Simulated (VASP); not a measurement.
Input of a VASP 6.6.1 run:

The input INCAR:

```
PREC     = Accurate       # precision mode
ENCUT    = 520            # plane-wave cutoff, eV
EDIFF    = 1E-6           # SCF threshold, eV
ISMEAR   = 1              # smearing method
SIGMA    = 0.05           # smearing width, eV
LREAL    = F              # projectors in reciprocal space
LASPH    = T              # aspherical terms in the spheres
NELM     = 150            # most SCF steps
ALGO     = Normal         # electronic algorithm
ISIF     = 2              # what is computed and relaxed
LWAVE    = F              # write WAVECAR
LCHARG   = T              # write CHGCAR
MAGMOM   = 0 0 0 0 0 0    # initial moments
LORBIT   = 11             # projections on sites
LSORBIT  = T              # spin-orbit coupling
GGA_COMPAT= F            
LORBMOM  = T            
LMAXMIX  = 4              # l up to which the mixer works
GGA      = PS             # functional
LVHAR    = T            
NBANDS   = 28             # bands
```

Contents of KPOINTS:

```
regular mesh
0
Gamma
  9 9 9
```

Contents of POSCAR:

```
TaN
1.0
    0.0000000000      2.2113230000      2.2113230000
    2.2113230000      0.0000000000      2.2113230000
    2.2113230000      2.2113230000      0.0000000000
Ta N
1 1
Direct
    0.5000000000      0.5000000000      0.5000000000
    0.0000000000      0.0000000000      0.0000000000
```

Potentials or basis: VASP PAW PBE potentials, release 64 (Ta_pv, N).

Run with:

```console
$ cat potpaw_PBE.64/Ta_pv/POTCAR potpaw_PBE.64/N/POTCAR > POTCAR
$ mpirun -np 1 vasp_ncl > vasp.out
```

(1) Predict the net moment.

(2) Estimate the pressure.

Answers

(1) 0.00 μB per cell.

(2) -9.3 GPa.

Caveat: the cell stands under tension; the PAW data sets were made with another functional, which shifts forces and pressure a little.
